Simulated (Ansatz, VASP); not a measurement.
**Two plane-wave programs on ZnS**

```xyz
12
Lattice="3.7876 0.0000 0.0000 0.0000 5.3565 0.0000 0.0000 0.0000 24.4691" Properties=species:S:1:pos:R:3 pbc="T T T"
Zn    1.8938    2.6783    7.5000
Zn    0.0000    0.0000    9.3938
Zn    1.8938    2.6783   11.2876
Zn    0.0000    0.0000   13.1814
Zn    1.8938    2.6783   15.0753
Zn    0.0000    0.0000   16.9691
S     0.0000    1.3391    7.5000
S     1.8938    4.0174    9.3938
S     0.0000    1.3391   11.2876
S     1.8938    4.0174   13.1814
S     0.0000    1.3391   15.0753
S     1.8938    4.0174   16.9691
```

Alike in both runs: task single point; functional PBEsol; k mesh 7 × 5 × 1; occupations gaussian, width 0.05 eV; no spin polarisation.

```csv
,VASP,Ansatz
version,VASP 6.6.1,Ansatz 0.2.0
potentials or method,"VASP PAW PBE potentials, release 64 (Zn, S), cutoff 520 eV","scalar-relativistic, plane waves, PAW"
valence electrons in the cell,108,108
```

Ansatz gave:

| Property | Result |
| --- | --- |
| gap on the k mesh at the Fermi level (eV) | 1.61 |
| least direct gap on the mesh (eV) | 1.61 |
| rms of the force components (eV/Å) | 0.494 |

Q: Which values does VASP return?

A: gap on the k mesh at the Fermi level (eV): 1.60; least direct gap on the mesh (eV): 1.60; rms of the force components (eV/Å): 0.496.

VASP's potentials were made for PBE, not for PBEsol.
